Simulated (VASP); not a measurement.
## Al: relaxation of cell and atoms with PBEsol

The system is Al.

```
Al
1.0
     0.00000    2.01946    2.01946
     2.01946    0.00000    2.01946
     2.01946    2.01946    0.00000
Al
1
Direct
  0.00000 0.00000 0.00000
```

- Program: VASP 6.6.1
- Task: relaxation of cell and atoms
- Functional: PBEsol
- Potentials or basis: VASP PAW PBE potentials, release 64 (Al)
- Cutoff: 600 eV
- k mesh: 18 × 18 × 18
- Occupations: gaussian, width 0.1 eV
- Spin: no spin polarisation
- Dipole correction: no
- Further INCAR settings: ALGO = Normal; EDIFF = 1e-07; IBRION = 2; EDIFFG = -0.005; NSW = 100; ISIF = 3

* Relaxed volume: 16.19 Å³/atom
* Relaxed cell: a = 2.840 Å, b = 2.840 Å, c = 2.840 Å, α = 60.00°, β = 60.00°, γ = 60.00°
* Space group after relaxing (to 0.05 Å): Fm-3m (No. 225)
* Energy gained by relaxing: 1.2 meV/atom
* Ionic steps: 3
* Pressure after relaxing: 0.0 GPa

The path:
```tsv
step	energy change (eV)	largest force (eV/Å)	pressure (GPa)	volume (Å³)
1	0.0000	0.0000	-1.32	16.47
2	-0.0011	0.0000	0.22	16.15
3	-0.0012	0.0000	0.00	16.19
```

Final structure:
```cif
data_structure
_symmetry_space_group_name_H-M 'P 1'
_symmetry_Int_Tables_number 1
_cell_length_a 2.8398
_cell_length_b 2.8398
_cell_length_c 2.8398
_cell_angle_alpha 60.000
_cell_angle_beta 60.000
_cell_angle_gamma 60.000
_cell_volume 16.19
loop_
_atom_site_label
_atom_site_type_symbol
_atom_site_fract_x
_atom_site_fract_y
_atom_site_fract_z
_atom_site_occupancy
Al1 Al 0.00000 0.00000 0.00000 1
```

Levels at points of the mesh, in eV from the Fermi level:
```
           k point  band 1  band 2  band 3  band 4  band 5
(0.00, 0.00, 0.00)  -11.25   12.71   12.71   12.71   14.34
(0.50, 0.00, 0.00)   -4.66   -4.39   11.53   11.53   11.60
(0.50, 0.50, 0.00)   -2.95   -1.60    5.27    5.68    5.68
```

It took 25 s on 1 thread of Intel Xeon 8259CL, on a shared host, peak memory 0.15 GiB.

Caveat: the PAW data sets were made with another functional, which shifts forces and pressure a little.
